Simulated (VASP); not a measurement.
**Mg: relaxation of cell and atoms with LDA**

Mg:

```
CELL_PARAMETERS angstrom
3.20930 0.00000 0.00000
-1.60465 2.77934 0.00000
0.00000 0.00000 5.21030
ATOMIC_POSITIONS crystal
Mg 0.33333 0.66667 0.25000
Mg 0.66667 0.33333 0.75000
```

```json
{"Program": "VASP 6.6.1", "Task": "relaxation of cell and atoms", "Functional": "LDA", "Potentials or basis": "VASP PAW LDA potentials, release 64 (Mg)", "Cutoff": "600 eV", "k mesh": "7 × 7 × 4", "Occupations": "gaussian, width 0.05 eV", "Spin": "no spin polarisation", "Dipole correction": "no", "Further INCAR settings": "ALGO = Normal; EDIFF = 1e-06; IBRION = 2; EDIFFG = -0.01; NSW = 80; ISIF = 3"}
```

| Quantity | Value |
| --- | --- |
| Relaxed volume | 21.65 Å³/atom |
| Relaxed cell | a = 3.080 Å, b = 3.080 Å, c = 5.270 Å, α = 90.00°, β = 90.00°, γ = 120.00° |
| Space group after relaxing (to 0.1 Å) | P6_3/mmc (No. 194) |
| Energy gained by relaxing | 21.2 meV/atom |
| Ionic steps | 7 |
| Pressure after relaxing | -0.1 GPa |
| Band gap on the k mesh | zero (bands 2 and 3 overlap by 2.48 eV) |

Step by step:
```csv
step,energy change (eV),largest force (eV/Å),pressure (GPa),volume (Å³)
1,0.0000,0.0000,-2.64,46.47
2,-0.0356,0.0000,-0.76,43.94
3,-0.0384,0.0000,-0.03,43.17
4,-0.0387,0.0000,0.22,42.92
5,-0.0387,0.0000,0.29,42.85
6,-0.0404,0.0000,0.16,43.01
7,-0.0423,0.0000,-0.05,43.29
```

Final structure:
```
Mg
1.0
     3.07982    0.00000    0.00000
    -1.53991    2.66720    0.00000
     0.00000    0.00000    5.27028
Mg
2
Direct
  0.33333 0.66667 0.25000
  0.66667 0.33333 0.75000
```

Levels at points of the mesh, in eV from the Fermi level:
```tsv
k point	band 1	band 2	band 3	band 4	band 5	band 6
(0.00, 0.00, 0.00)	-7.17	-2.01	-1.76	11.60	11.82	11.82
(0.00, 0.00, 0.50)	-5.82	-5.82	4.39	4.39	12.51	12.51
```

It took 50 s on 1 thread of Intel Xeon 8259CL, on a shared host, peak memory 0.16 GiB.

LDA usually gives volumes a few per cent too small. Zero-point motion and thermal expansion aren't in these numbers.
